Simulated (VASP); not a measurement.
# CaCuC4N4 (P-43m) in VASP: further runs

Runs on CaCuC4N4. Level: PBE. Tasks: single point.

All numbers are computed with VASP 6.6.1; they aren't measurements. Logs are shortened: lines on timing, memory, paths and dates and some standing lists are left out, and cuts for length are marked.

## 1. The cell of the first run

Symmetry: P-43m, No. 215, cubic system. Conventional cell: a = 6.101 Å, b = 6.101 Å, c = 6.101 Å, α = 90.00°, β = 90.00°, γ = 90.00°. Ca (site symmetry -43m) has 4 C at 2.11 Å within 2.8 Å. Cu (site symmetry -43m) has 4 N at 2.01 Å within 2.7 Å. C (site symmetry 3m) has 1 N at 1.17 Å within 1.6 Å. N (site symmetry 3m) has 1 C at 1.17 Å within 1.6 Å.

## 2. Single point, PBE, collinear spin

Input file INCAR:

```
ALGO     = Normal         # electronic algorithm
EDIFF    = 1E-6           # SCF threshold, eV
ENCUT    = 520            # plane-wave cutoff, eV
GGA      = PE             # functional
ISIF     = 2              # what is computed and relaxed
ISMEAR   = 0              # smearing method
ISPIN    = 2              # spin polarisation
LASPH    = T              # aspherical terms in the spheres
LCHARG   = F              # write CHGCAR
LMAXMIX  = 4              # l up to which the mixer works
LORBIT   = 11             # projections on sites
LREAL    = F              # projectors in reciprocal space
LWAVE    = F              # write WAVECAR
MAGMOM   = 0 1 0 0 0 0 0 0 0 0 # initial moments
NBANDS   = 44             # bands
NELM     = 150            # most SCF steps
PREC     = Accurate       # precision mode
SIGMA    = 0.1            # smearing width, eV
```

Input file KPOINTS:

```
k-points
0
Gamma
  4 4 4
```

Input file POSCAR:

```
CaCuC4N4
1.0
    6.1008602900      0.0000000000      0.0000000000
    0.0000000000      6.1008602900      0.0000000000
    0.0000000000      0.0000000000      6.1008602900
Ca Cu C N
1 1 4 4
Direct
    0.0000000000      0.0000000000      0.0000000000
    0.5000000000      0.5000000000      0.5000000000
    0.1992997100      0.1992997100      0.1992997100
    0.1992997100      0.8007002900      0.8007002900
    0.8007002900      0.1992997100      0.8007002900
    0.8007002900      0.8007002900      0.1992997100
    0.3100217700      0.3100217700      0.3100217700
    0.3100217700      0.6899782300      0.6899782300
    0.6899782300      0.3100217700      0.6899782300
    0.6899782300      0.6899782300      0.3100217700
```

Potentials or basis: VASP PAW PBE potentials, release 64 (Ca_sv, Cu, C, N).

The run is started by

```bash
cat potpaw_PBE.64/Ca_sv/POTCAR potpaw_PBE.64/Cu/POTCAR potpaw_PBE.64/C/POTCAR potpaw_PBE.64/N/POTCAR > POTCAR
mpirun -np 1 vasp_std > vasp.out
```

OUTCAR:

```text
EDIFF = 1E-6
   ENCUT = 520
   GGA = PE
   ISIF = 2
   ISMEAR = 0
   ISPIN = 2
   LASPH = T
   LORBIT = 11
   LREAL = F
   NELM = 150
   PREC = Accurate

 ion  position               nearest neighbor table
   1  0.000  0.000  0.000-   3 2.11   4 2.11   5 2.11   6 2.11
   2  0.500  0.500  0.500-   7 2.01   8 2.01   9 2.01  10 2.01
   3  0.199  0.199  0.199-   7 1.17   1 2.11
   4  0.199  0.801  0.801-   8 1.17   1 2.11
   5  0.801  0.199  0.801-   9 1.17   1 2.11
   6  0.801  0.801  0.199-  10 1.17   1 2.11
   7  0.310  0.310  0.310-   3 1.17   2 2.01
   8  0.310  0.690  0.690-   4 1.17   2 2.01
   9  0.690  0.310  0.690-   5 1.17   2 2.01
  10  0.690  0.690  0.310-   6 1.17   2 2.01

  LATTYP: Found a simple cubic cell.
 ALAT       =     6.1008602900

  Lattice vectors:

 A1 = (   6.1008602900,   0.0000000000,   0.0000000000)
 A2 = (   0.0000000000,   6.1008602900,   0.0000000000)
 A3 = (   0.0000000000,   0.0000000000,   6.1008602900)

Analysis of symmetry for initial positions (statically):
=====================================================================
 Subroutine PRICEL returns:
 Original cell was already a primitive cell.

 Routine SETGRP: Setting up the symmetry group for a
 simple cubic supercell.

 Subroutine GETGRP returns: Found 24 space group operations
 (whereof 24 operations were pure point group operations)
 out of a pool of 48 trial point group operations.

The static configuration has the point symmetry T_d .

Analysis of symmetry for dynamics (positions and initial velocities):
=====================================================================
 Subroutine PRICEL returns:
 Original cell was already a primitive cell.

 Routine SETGRP: Setting up the symmetry group for a
 simple cubic supercell.

 Subroutine GETGRP returns: Found 24 space group operations
 (whereof 24 operations were pure point group operations)
 out of a pool of 48 trial point group operations.

The dynamic configuration has the point symmetry T_d .

Analysis of structural, dynamic, and magnetic symmetry:
=====================================================================
 Subroutine PRICEL returns:
 Original cell was already a primitive cell.

 Routine SETGRP: Setting up the symmetry group for a
 simple cubic supercell.

 Subroutine GETGRP returns: Found 24 space group operations
 (whereof 24 operations were pure point group operations)
 out of a pool of 48 trial point group operations.

The overall configuration has the point symmetry T_d .

 Subroutine INISYM returns: Found 24 space group operations
 (whereof 24 operations are pure point group operations),
 and found     1 'primitive' translations

----------------------------------------------------------------------------------------

                                     Primitive cell

  volume of cell :     227.0770

  direct lattice vectors                    reciprocal lattice vectors
     6.100860290  0.000000000  0.000000000     0.163911310  0.000000000  0.000000000
     0.000000000  6.100860290  0.000000000     0.000000000  0.163911310  0.000000000
     0.000000000  0.000000000  6.100860290     0.000000000  0.000000000  0.163911310

  length of vectors
     6.100860290  6.100860290  6.100860290     0.163911310  0.163911310  0.163911310

  position of ions in fractional coordinates (direct lattice)
     0.000000000  0.000000000  0.000000000
     0.500000000  0.500000000  0.500000000
     0.199299710  0.199299710  0.199299710
     0.199299710  0.800700290  0.800700290
     0.800700290  0.199299710  0.800700290
     0.800700290  0.800700290  0.199299710
     0.310021770  0.310021770  0.310021770
     0.310021770  0.689978230  0.689978230
     0.689978230  0.310021770  0.689978230
     0.689978230  0.689978230  0.310021770

  ion indices of the primitive-cell ions
   primitive index   ion index
                 1           1
                 2           2
                 3           3
                 4           4
                 5           5
                 6           6
                 7           7
                 8           8
[... 50 lines left out ...]
   PREC   = accura    normal or accurate (medium, high low for compatibility)
   ISTART =      0    job   : 0-new  1-cont  2-samecut
   ICHARG =      2    charge: 1-file 2-atom 10-const
   ISPIN  =      2    spin polarized calculation?
   LNONCOLLINEAR =      F non collinear calculations
   LSORBIT =      F    spin-orbit coupling
   LASPH  =      T    aspherical Exc in radial PAW
   ENCUT  =  520.0 eV  38.22 Ry    6.18 a.u.  11.34 11.34 11.34*2*pi/ulx,y,z
   NELM   =    150;   NELMIN=  2; NELMDL= -5     # of ELM steps
   EDIFF  = 0.1E-05   stopping-criterion for ELM
   LREAL  =      F    real-space projection
   EDIFFG = 0.1E-04   stopping-criterion for IOM
   NSW    =      0    number of steps for IOM
   IBRION =     -1    ionic relax: 0-MD 1-quasi-New 2-CG
   NFREE  =      0    steps in history (QN), initial steepest desc. (CG)
   ISIF   =      2    stress and relaxation
   ISYM   =      2    0-nonsym 1-usesym 2-fastsym
   POTIM  = 0.5000    time-step for ionic-motion
   TEBEG  =    0.0;   TEEND  =   0.0 temperature during run
   PSTRESS=    0.0 pullay stress
   NELECT =      57.0000    total number of electrons
   NUPDOWN=      -1.0000    fix difference up-down
   EMIN   =  10.00;   EMAX   =-10.00  energy-range for DOS
   EFERMI =   0.00;   METHOD = LEGACY
   ISMEAR =     0;   SIGMA  =   0.10  broadening in eV -4-tet -1-fermi 0-gaus
   EFERMI_NEDOS =   21; number of points for ismear=-14 and -15
   IALGO  =     38    algorithm
   IMIX   =      4    mixing-type and parameters
     AMIX     =   0.40;   BMIX     =  1.00
     AMIX_MAG =   1.60;   BMIX_MAG =  1.00
  volume/ion in A,a.u.               =      22.71       153.24
  Fermi-wavevector in a.u.,A,eV,Ry     =   1.032703  1.951525 14.510275  1.066475
  Thomas-Fermi vector in A             =   2.166914
   LORBIT       =     11    0 simple, 1 ext, 2 COOP (PROOUT), +10 PAW based schemes
   GGA     = PE    functional components
   LHFCALC =     F    Hartree Fock is set to
   AEXX    =    0.0000 exact exchange contribution
   IVDW    =     0    specifies the selected vdW correction
   LEPSILON=     F    determine dielectric tensor
   LRPA    =     F    only Hartree local field effects (RPA)
 spin polarized calculation
 Gauss-broadening in eV      SIGMA  =   0.10
  energy-cutoff  :      520.00
  volume of cell :      227.08
 maximum number of plane-waves:      6152
 NGX is ok and might be reduce to    48
   NGX = 23   NGY = 23   NGZ = 23

 number of electron      56.9999974 magnetization       0.3303894

 number of electron      56.9999979 magnetization      -0.9999339

 Free energy of the ion-electron system (eV)
  ---------------------------------------------------
  ext. energy  EPLUGINS =         0.00000000
  ---------------------------------------------------
  free energy    TOTEN  =       -69.90703496 eV

  energy without entropy =      -69.83707481  energy(sigma->0) =      -69.87205488

 E-fermi :  -2.8958     XC(G=0):  -6.7175

 val. band max:       -2.9003899122   @ k =   0.2500   0.2500   0.2500
 cond. band min:      -2.8949304790   @ k =   0.2500   0.0000   0.0000
 fundamental gap:      0.0054594332
 Fermi energy:        -2.8957537343

 spin component 1

 k-point     1 :       0.0000    0.0000    0.0000
  band No.  band energies     occupation
      1     -39.2511      1.00000
      2     -20.6393      1.00000
      3     -20.6393      1.00000
      4     -20.6393      1.00000
      5     -18.8384      1.00000
      6     -18.7090      1.00000
[... 419 lines left out ...]
     39       5.7111      0.00000
     40       5.7111      0.00000
 Fermi energy:        -2.8957537343

 spin component 2

 k-point     1 :       0.0000    0.0000    0.0000
  band No.  band energies     occupation
      1     -39.2652      1.00000
      2     -20.6561      1.00000
      3     -20.6561      1.00000
      4     -20.6561      1.00000
      5     -18.9076      1.00000
      6     -18.7779      1.00000
[... 419 lines left out ...]
     39       5.6620      0.00000
     40       5.6620      0.00000
 [bands above 40 left out]

------------------------ aborting loop because EDIFF is reached ----------------------------------------

  FORCE on cell =-STRESS in cart. coord.  units (eV):
  Direction    XX          YY          ZZ          XY          YZ          ZX
  --------------------------------------------------------------------------------------
  -------------------------------------------------------------------------------------
  Total       10.9708279     10.9708279     10.9708279      0.0000000     -0.0000000      0.0000000
  in kB       77.4063777     77.4063777     77.4063777      0.0000000     -0.0000000      0.0000000
  external PRESSURE =      77.4063777 kB  Pullay stress =       0.0000000 kB

 VOLUME and BASIS-vectors are now :
 -----------------------------------------------------------------------------
  energy-cutoff  :      520.00
  volume of cell :      227.08
      direct lattice vectors                 reciprocal lattice vectors
     6.100860290  0.000000000  0.000000000     0.163911310  0.000000000  0.000000000
     0.000000000  6.100860290  0.000000000     0.000000000  0.163911310  0.000000000
     0.000000000  0.000000000  6.100860290     0.000000000  0.000000000  0.163911310

 POSITION                                       TOTAL-FORCE (eV/Angst)
 -----------------------------------------------------------------------------------
      0.00000      0.00000      0.00000         0.000000      0.000000     -0.000000
      3.05043      3.05043      3.05043         0.000000      0.000000     -0.000000
      1.21590      1.21590      1.21590         2.202106      2.202106      2.202106
      1.21590      4.88496      4.88496         2.202106     -2.202106     -2.202106
      4.88496      1.21590      4.88496        -2.202106      2.202106     -2.202106
      4.88496      4.88496      1.21590        -2.202106     -2.202106      2.202106
      1.89140      1.89140      1.89140         0.595192      0.595192      0.595192
      1.89140      4.20946      4.20946         0.595192     -0.595192     -0.595192
      4.20946      1.89140      4.20946        -0.595192      0.595192     -0.595192
      4.20946      4.20946      1.89140        -0.595192     -0.595192      0.595192
 -----------------------------------------------------------------------------------
    total drift:                               -0.000000     -0.000000      0.000000

  FREE ENERGIE OF THE ION-ELECTRON SYSTEM (eV)
  ---------------------------------------------------
  free  energy   TOTEN  =       -69.9070349599 eV

  energy  without entropy=      -69.8370748079  energy(sigma->0) =      -69.87205488

 total charge

# of ion       s       p       d       tot
------------------------------------------
    1        2.104   5.934   0.503   8.541
    2        0.339   0.398   9.007   9.744
    3        1.003   1.625   0.000   2.628
    4        1.003   1.625   0.000   2.628
    5        1.003   1.625   0.000   2.628
    6        1.003   1.625   0.000   2.628
    7        1.308   2.564   0.000   3.872
    8        1.308   2.564   0.000   3.872
    9        1.308   2.564   0.000   3.872
   10        1.308   2.564   0.000   3.872
--------------------------------------------------
tot         11.687  23.088   9.510  44.285

 magnetization (x)

# of ion       s       p       d       tot
------------------------------------------
    1       -0.000  -0.006  -0.011  -0.017
    2        0.000  -0.018  -0.600  -0.618
    3       -0.001  -0.026   0.000  -0.027
    4       -0.001  -0.026   0.000  -0.027
    5       -0.001  -0.026   0.000  -0.027
    6       -0.001  -0.026   0.000  -0.027
    7       -0.004  -0.038   0.000  -0.042
    8       -0.004  -0.038   0.000  -0.042
    9       -0.004  -0.038   0.000  -0.042
   10       -0.004  -0.038   0.000  -0.042
--------------------------------------------------
tot         -0.021  -0.280  -0.610  -0.911
```

Run time: 3.5 min. Hardware: 1 thread of Intel Xeon 6975P-C (Granite Rapids), shared host; peak memory 0.51 GiB.

Results:

```yaml
Free_energy: -69.9070 eV
Pressure: 7.7 GPa
Largest_force: 3.814 eV/Å
Band_gap_on_the_k_mesh: zero (filled and empty bands overlap)
Net_moment: -1.00 μB per cell
Site_moments: Ca -0.02; Cu -0.62; C -0.03; N -0.04 μB
Valence_electrons_inside_the_program's_atomic_spheres: Ca 8.54; Cu 9.74; C 2.63; N 3.87
```

Forces on the atoms (eV/Å):
```
Ca   0.000  0.000  0.000
Cu   0.000  0.000  0.000
C    2.202  2.202  2.202
C    2.202 -2.202 -2.202
C   -2.202  2.202 -2.202
C   -2.202 -2.202  2.202
N    0.595  0.595  0.595
N    0.595 -0.595 -0.595
N   -0.595  0.595 -0.595
N   -0.595 -0.595  0.595
```

Caveat: the cell stands under pressure; a cell with one magnetic atom can't hold antiferromagnetic order, which such compounds often take; forces of over 1 eV/Å act on the atoms, so gaps and moduli don't describe the material at rest. With open d or f shells a metallic result of PBE can be an artefact of self-interaction; +U or a hybrid may open a gap.

(Part 1 of 2 ends here.)
